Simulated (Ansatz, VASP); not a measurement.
**Two plane-wave programs on Al3N**

INCAR

```
PREC = Accurate ; ENCUT = 520
EDIFF = 1E-6 ; ISMEAR = 0
SIGMA = 0.1 ; LREAL = F
LASPH = T ; NELM = 150
ALGO = Normal ; ISIF = 2
LWAVE = F ; LCHARG = F
ISPIN = 2 ; MAGMOM = 0 0 0 3
LORBIT = 11 ; LDIPOL = T
IDIPOL = 3 ; DIPOL = 0.5 0.5 0.361
GGA = PE ; NBANDS = 19
```

The input KPOINTS:

```
Automatic mesh
0
Gamma
  9 9 1
```

POSCAR

```
Al3N
1.0
    2.8567582919      0.0000000000      0.0000000000
   -1.4283791460      2.4740252533      0.0000000000
    0.0000000000      0.0000000000     21.6013781961
Al N
3 1
Direct
    0.6666666667      0.3333333333      0.1851733701
    0.3333333333      0.6666666667      0.2916813827
    0.0000000000      0.0000000000      0.3981865471
    0.1666666667      0.0000000000      0.5680831142
```

Input for Ansatz:

```yaml
crystal:
  lattice:
    - [2.8567582919, 0.0, 0.0]
    - [-1.428379146, 2.4740252533, 0.0]
    - [0.0, 0.0, 21.6013781961]
  atoms:
    - { symbol: Al, position: [0.6666666667, 0.3333333333, 0.1851733701] }
    - { symbol: Al, position: [0.3333333333, 0.6666666667, 0.2916813827] }
    - { symbol: Al, position: [0.0, 0.0, 0.3981865471] }
    - { symbol: "N", position: [0.1666666667, 0.0, 0.5680831142], spin: 3.0 }
basis:
  ecutwfc: 420
kpoints:
  mp_grid: { grid: [9, 9, 1] }
hamiltonian:
  xc: pbe
  pseudopotentials: { kind: paw, azcp: { folder: soft_1 } }
scf:
  occupations: { method: gaussian, width: 0.1 }
output:
  forces: true
  eigenvalues: true
  populations: true
  write_density: true
  write_potential: true
  elf: true
  volumetric_format: npy
magnetization:
  spin_polarized: true
efield:
  axis: 3
  dipole_correction: true
  ramp_width: 0.04
```

Alike in both runs: task single point; functional PBE; k mesh 9 × 9 × 1; occupations gaussian, width 0.1 eV; collinear spin.

|  | VASP | Ansatz |
| --- | --- | --- |
| version | VASP 6.6.1 | Ansatz 0.2.0 |
| potentials or method | VASP PAW PBE potentials, release 64 (Al, N), cutoff 520 eV | scalar-relativistic, plane waves, PAW |
| valence electrons in the cell | 14 | 14 |

Ansatz gave:

- gap on the k mesh at the Fermi level (eV): none
- rms of the force components (eV/Å): 0.116
- net moment per atom (μB): 0.70
- size of the moment on the site where the two differ most (μB): 2.67

Problem. Estimate VASP's values.

Solution. gap on the k mesh at the Fermi level (eV): none; rms of the force components (eV/Å): 0.116; net moment per atom (μB): 0.70; size of the moment on the site where the two differ most (μB): 1.93.

Site moments also hang on the region over which each program counts them. Atom by atom the forces differ by 0.000 eV/Å (rms over components). A gap of «none» marks a metal or a gap that the smearing closes. Ansatz's warnings: xc potential rough in thin density.
